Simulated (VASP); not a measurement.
# Ni in VASP: a series of runs, part 2 of 2

VASP 6.6.1. The steps go on from the part before.

## 4. Electric field gradients, LDA, collinear spin, ferromagnetic start (volume scaled by 0.94)

Input file INCAR:

```
SYSTEM = Ni
PREC = Accurate
ENCUT = 520
EDIFF = 1E-8
ISMEAR = -1
SIGMA = 0.05
LREAL = .FALSE.
LASPH = .TRUE.
NELM = 150
ALGO = Normal
ISIF = 2
LWAVE = .FALSE.
LCHARG = .FALSE.
ISPIN = 2
MAGMOM = 1.5
LORBIT = 11
LMAXMIX = 4
GGA = CA
LEFG = .TRUE.
NBANDS = 15
```

Input file KPOINTS:

```
Automatic mesh
0
G
  20 20 20
  0 0 0
```

Input file POSCAR:

```
Ni
1.0
    0.0000000000      1.7318592609      1.7318592609
    1.7318592609      0.0000000000      1.7318592609
    1.7318592609      1.7318592609      0.0000000000
Ni
1
Direct
    0.0000000000      0.0000000000      0.0000000000
```

Potentials or basis: VASP PAW LDA potentials, release 64 (Ni).

Started as:

```
cat potpaw_LDA.64/Ni/POTCAR > POTCAR
mpirun -np 1 vasp_std > vasp.out
```

OUTCAR:

```text
SYSTEM = Ni
   PREC = Accurate
   ENCUT = 520
   EDIFF = 1E-8
   ISMEAR = -1
   LREAL = .FALSE.
   LASPH = .TRUE.
   NELM = 150
   ISIF = 2
   ISPIN = 2
   LORBIT = 11
   GGA = CA

 ion  position               nearest neighbor table
   1  0.000  0.000  0.000-

  LATTYP: Found a face centered cubic cell.
 ALAT       =     3.4637185218

  Lattice vectors:

 A1 = (   0.0000000000,   1.7318592609,   1.7318592609)
 A2 = (   1.7318592609,   0.0000000000,   1.7318592609)
 A3 = (   1.7318592609,   1.7318592609,   0.0000000000)

Analysis of symmetry for initial positions (statically):
[... 25 lines left out ...]
The dynamic configuration has the point symmetry O_h .

Analysis of structural, dynamic, and magnetic symmetry:
=====================================================================
 Subroutine PRICEL returns:
[... 7 lines left out ...]
 out of a pool of 48 trial point group operations.

The overall configuration has the point symmetry O_h .

 Subroutine INISYM returns: Found 48 space group operations
[... 5 lines left out ...]
                                     Primitive cell

  volume of cell :      10.3889

  direct lattice vectors                    reciprocal lattice vectors
     0.000000000  1.731859261  1.731859261    -0.288707063  0.288707063  0.288707063
     1.731859261  0.000000000  1.731859261     0.288707063 -0.288707063  0.288707063
     1.731859261  1.731859261  0.000000000     0.288707063  0.288707063 -0.288707063

  length of vectors
     2.449218855  2.449218855  2.449218855     0.500055301  0.500055301  0.500055301

  position of ions in fractional coordinates (direct lattice)
     0.000000000  0.000000000  0.000000000

  ion indices of the primitive-cell ions
   primitive index   ion index
                 1           1

----------------------------------------------------------------------------------------

 KPOINTS: Automatic mesh

Automatic generation of k-mesh.
 Grid dimensions read from file:
 generate k-points for:   20   20   20

 Generating k-lattice:

  Cartesian coordinates                     Fractional coordinates (reciprocal lattice)
    -0.014435353  0.014435353  0.014435353     0.050000000  0.000000000  0.000000000
     0.014435353 -0.014435353  0.014435353     0.000000000  0.050000000  0.000000000
     0.014435353  0.014435353 -0.014435353     0.000000000  0.000000000  0.050000000

  Length of vectors
     0.025002765  0.025002765  0.025002765

  Shift w.r.t. Gamma in fractional coordinates (k-lattice)
     0.000000000  0.000000000  0.000000000

 Subroutine IBZKPT returns following result:
 ===========================================

 Found    256 irreducible k-points:

 Following reciprocal coordinates:
            Coordinates               Weight
  0.000000  0.000000  0.000000      1.000000
  0.050000  0.000000  0.000000      8.000000
  0.100000  0.000000  0.000000      8.000000
  0.150000  0.000000  0.000000      8.000000
  0.200000  0.000000  0.000000      8.000000
  0.250000  0.000000  0.000000      8.000000
[... 16 lines left out ...]
 -0.400000  0.050000  0.000000     24.000000
 -0.350000  0.050000  0.000000     24.000000
 [... further k-points ...]
   k-points           NKPTS =    256   k-points in BZ     NKDIM =    256   number of bands    NBANDS=     15
   number of dos      NEDOS =    301   number of ions     NIONS =      1
   total plane-waves  NPLWV =   5832
   dimension x,y,z NGX =    18 NGY =   18 NGZ =   18
   dimension x,y,z NGXF=    36 NGYF=   36 NGZF=   36
   ions per type =               1
   NGX,Y,Z   is equivalent  to a cutoff of  12.22, 12.22, 12.22 a.u.
   NGXF,Y,Z  is equivalent  to a cutoff of  24.44, 24.44, 24.44 a.u.
[... 62 lines left out ...]
 cond. band min:       9.6958615253   @ k =  -0.4500   0.4500   0.0000
 fundamental gap:      0.0016165192
 Fermi energy:         9.6951795433

 spin component 1

 k-point     1 :       0.0000    0.0000    0.0000
  band No.  band energies     occupation
      1       0.3914      1.00000
      2       7.2291      1.00000
      3       7.2291      1.00000
      4       7.2291      1.00000
      5       8.4591      1.00000
      6       8.4591      1.00000
      7      33.8703      0.00000
      8      37.9899      0.00000
      9      37.9899      0.00000
     10      37.9899      0.00000
     11      41.1125      0.00000
     12      41.1125      0.00000
     13      41.1125      0.00000
     14      44.1855      0.00000
[... 403 lines left out ...]
      4       7.4706      1.00000
      5       8.8457      1.00000
      6       9.2160      0.99993
      7      19.2583      0.00000
      8      31.9383      0.00000
      9      34.3774      0.00000
     10      36.3730      0.00000
     11      38.3882      0.00000
     12      40.2588      0.00000
     13      44.6962      0.00000
     14      51.4572      0.00000
     15      52.8864      0.00000

 [... further k-points ...]

 spin component 2

 k-point     1 :       0.0000    0.0000    0.0000
  band No.  band energies     occupation
      1       0.4362      1.00000
      2       7.8423      1.00000
      3       7.8423      1.00000
      4       7.8423      1.00000
      5       9.0267      1.00000
      6       9.0267      1.00000
      7      33.8564      0.00000
      8      38.0395      0.00000
      9      38.0395      0.00000
     10      38.0395      0.00000
     11      41.2810      0.00000
     12      41.2810      0.00000
     13      41.2810      0.00000
     14      44.1647      0.00000
[... 403 lines left out ...]
      4       7.9187      1.00000
      5       9.4786      0.98703
      6       9.8241      0.07057
      7      19.5163      0.00000
      8      31.9936      0.00000
      9      34.4509      0.00000
     10      36.5057      0.00000
     11      38.5100      0.00000
     12      40.3629      0.00000
     13      44.8273      0.00000
     14      51.5800      0.00000
     15      53.2730      0.00000

 [... further k-points ...]

------------------------ aborting loop because EDIFF is reached ----------------------------------------

  FORCE on cell =-STRESS in cart. coord.  units (eV):
  Direction    XX          YY          ZZ          XY          YZ          ZX
  --------------------------------------------------------------------------------------
  -------------------------------------------------------------------------------------
  Total       -0.5246127     -0.5246127     -0.5246127      0.0000000      0.0000000      0.0000000
  in kB      -80.9061624    -80.9061624    -80.9061624      0.0000000      0.0000000      0.0000000
  external PRESSURE =     -80.9061624 kB  Pullay stress =       0.0000000 kB

 VOLUME and BASIS-vectors are now :
 -----------------------------------------------------------------------------
  energy-cutoff  :      520.00
  volume of cell :       10.39
      direct lattice vectors                 reciprocal lattice vectors
     0.000000000  1.731859261  1.731859261    -0.288707063  0.288707063  0.288707063
     1.731859261  0.000000000  1.731859261     0.288707063 -0.288707063  0.288707063
     1.731859261  1.731859261  0.000000000     0.288707063  0.288707063 -0.288707063

 POSITION                                       TOTAL-FORCE (eV/Angst)
 -----------------------------------------------------------------------------------
      0.00000      0.00000      0.00000         0.000000      0.000000     -0.000000
 -----------------------------------------------------------------------------------
    total drift:                                0.000000      0.000000      0.000000

  FREE ENERGIE OF THE ION-ELECTRON SYSTEM (eV)
  ---------------------------------------------------
  free  energy   TOTEN  =        -6.5765919730 eV

  energy  without entropy=       -6.5620529862  energy(sigma->0) =       -6.56932248

 Electric field gradients (V/A^2)
---------------------------------------------------------------------
 ion       V_xx      V_yy      V_zz      V_xy      V_xz      V_yz
---------------------------------------------------------------------
   1      -0.000    -0.000    -0.000     0.000     0.000     0.000
---------------------------------------------------------------------

 Electric field gradients after diagonalization (V/A^2)
 (convention: |V_zz| > |V_xx| > |V_yy|)
----------------------------------------------------------------------
 ion       V_xx      V_yy      V_zz     asymmetry (V_yy - V_xx)/ V_zz
----------------------------------------------------------------------
   1      -0.000    -0.000     0.000       0.000
----------------------------------------------------------------------

           NMR quadrupolar parameters

 Cq : quadrupolar parameter    Cq=e*Q*V_zz/h
 eta: asymmetry parameters     (V_yy - V_xx)/ V_zz
 Q  : nuclear electric quadrupole moment in mb (millibarn)
----------------------------------------------------------------------
 ion       Cq(MHz)       eta       Q (mb)
----------------------------------------------------------------------
   1       0.000       0.000       1.000
----------------------------------------------------------------------

 total charge

# of ion       s       p       d       tot
------------------------------------------
    1        0.520   0.538   8.347   9.405

 magnetization (x)

# of ion       s       p       d       tot
------------------------------------------
    1       -0.005  -0.018   0.627   0.603
```

stdout:

```text
POSCAR found type information on POSCAR Ni
 POSCAR found :  1 types and       1 ions
 scaLAPACK will be used
 LDA part: xc-table for (Slater(with rela. corr.)+CA(PZ))
 , standard interpolation
 POSCAR, INCAR and KPOINTS ok, starting setup
 FFT: planning ... GRIDC
 FFT: planning ... GRID_SOFT
 FFT: planning ... GRID
 WAVECAR not read
 entering main loop
ion   1
```

Wall time 43 s (1 thread of Intel Xeon 6975P-C (Granite Rapids), shared host); peak memory 0.16 GiB.

Results:

```
Free energy                                           : -6.5766 eV
Pressure                                              : -8.1 GPa
Net moment                                            : 0.60 μB per cell
Site moments                                          : Ni +0.60 μB
Valence electrons inside the program's atomic spheres : Ni 9.40
```

Levels at points of the mesh, in eV from the Fermi level:
Spin up:
| k point | band 1 | band 2 | band 3 | band 4 | band 5 | band 6 | band 7 | band 8 | band 9 | band 10 |
| --- | --- | --- | --- | --- | --- | --- | --- | --- | --- | --- |
| (0.00, 0.00, 0.00) | -9.30 | -2.47 | -2.47 | -2.47 | -1.24 | -1.24 | 24.18 | 28.29 | 28.29 | 28.29 |
| (0.50, 0.00, 0.00) | -5.04 | -2.47 | -2.47 | -0.49 | -0.49 | -0.34 | 6.06 | 22.67 | 25.38 | 25.38 |
| (0.50, 0.50, 0.00) | -4.89 | -4.38 | -0.47 | -0.33 | -0.33 | 2.49 | 9.70 | 15.21 | 15.21 | 20.41 |
Spin down:
| k point | band 2 | band 3 | band 4 | band 5 | band 6 | band 7 | band 8 | band 9 |
| --- | --- | --- | --- | --- | --- | --- | --- | --- |
| (0.00, 0.00, 0.00) | -1.85 | -1.85 | -1.85 | -0.67 | -0.67 | 24.16 | 28.34 | 28.34 |
| (0.50, 0.00, 0.00) | -1.92 | -1.92 | -0.30 | 0.16 | 0.16 | 6.44 | 22.65 | 25.49 |
| (0.50, 0.50, 0.00) | -3.87 | 0.13 | 0.37 | 0.37 | 2.54 | 9.98 | 15.28 | 15.28 |

Caveat: without QUAD_EFG the Cq values of the log hold for a quadrupole moment of 1 mb, not for the nuclei.
